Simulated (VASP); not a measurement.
Wanted: the native input for a VASP 6.6.1 run.

```
Task                   : relaxation of cell and atoms
Functional             : PBEsol
Potentials or basis    : VASP PAW PBE potentials, release 64 (Zr_sv, Sn_d, I)
Cutoff                 : 500 eV
k mesh                 : 4 × 4 × 4
Occupations            : fermi-dirac, width 0.03 eV
Spin                   : no spin polarisation
Dipole correction      : no
Further INCAR settings : ALGO = Normal; EDIFF = 1e-07; IBRION = 2; EDIFFG = -0.01; NSW = 100; ISIF = 3
```

The structure of ZrSnI6 lies in POSCAR:

```
ZrSnI6
1.0
    0.0000000000      5.6286710900      5.6286710900
    5.6286710900      0.0000000000      5.6286710900
    5.6286710900      5.6286710900      0.0000000000
Zr Sn I
1 1 6
Direct
    0.5000000000      0.5000000000      0.5000000000
    0.0000000000      0.0000000000      0.0000000000
    0.7476230800      0.2523769200      0.2523769200
    0.2523769200      0.7476230800      0.7476230800
    0.2523769200      0.7476230800      0.2523769200
    0.7476230800      0.2523769200      0.7476230800
    0.2523769200      0.2523769200      0.7476230800
    0.7476230800      0.7476230800      0.2523769200
```

These files were run (other wordings do the same):

INCAR

```
ALGO     = Normal         # electronic algorithm
EDIFF    = 1E-7           # SCF threshold, eV
EDIFFG   = -0.01          # ionic threshold
ENCUT    = 500            # plane-wave cutoff, eV
GGA      = PS             # functional
GGA_COMPAT= False        
IBRION   = 2              # ionic algorithm
ISIF     = 3              # what is computed and relaxed
ISMEAR   = -1             # smearing method
LASPH    = True           # aspherical terms in the spheres
LCHARG   = False          # write CHGCAR
LREAL    = False          # projectors in reciprocal space
LWAVE    = False          # write WAVECAR
NELM     = 120            # most SCF steps
NELMIN   = 4            
NSW      = 100            # ionic steps
PREC     = Accurate       # precision mode
SIGMA    = 0.03           # smearing width, eV
```

KPOINTS

```
k-points
0
Gamma
  4 4 4
```

Potentials or basis: VASP PAW PBE potentials, release 64 (Zr_sv, Sn_d, I).

Run with:

```sh
$ cat potpaw_PBE.64/Zr_sv/POTCAR potpaw_PBE.64/Sn_d/POTCAR potpaw_PBE.64/I/POTCAR > POTCAR
$ mpirun -np 1 vasp_std > vasp.out
```

It gave:

| Property | Result |
| --- | --- |
| Relaxed volume | 52.20 Å³/atom |
| Relaxed cell | a = 8.390 Å, b = 8.390 Å, c = 8.390 Å, α = 60.00°, β = 60.00°, γ = 60.00° |
| Space group after relaxing (to 0.1 Å) | Fm-3m (No. 225) |
| Energy gained by relaxing | 117.1 meV/atom |
| Ionic steps | 7 |
| Pressure after relaxing | 0.0 GPa |
| Largest force after relaxing | 0.007 eV/Å |
| Band gap on the k mesh | 1.50 eV (least direct gap 1.61 eV) |

Caveat: the volume moved by over 15 % at a fixed basis, so the end points are rough; the PAW data sets were made with another functional, which shifts forces and pressure a little; spin-orbit coupling is left out, which moves the levels of the heavy elements.

Wall time 12 min on 1 thread of Intel(R) Xeon(R) 6975P-C (Granite Rapids), on a shared host, peak memory 0.6 GiB.
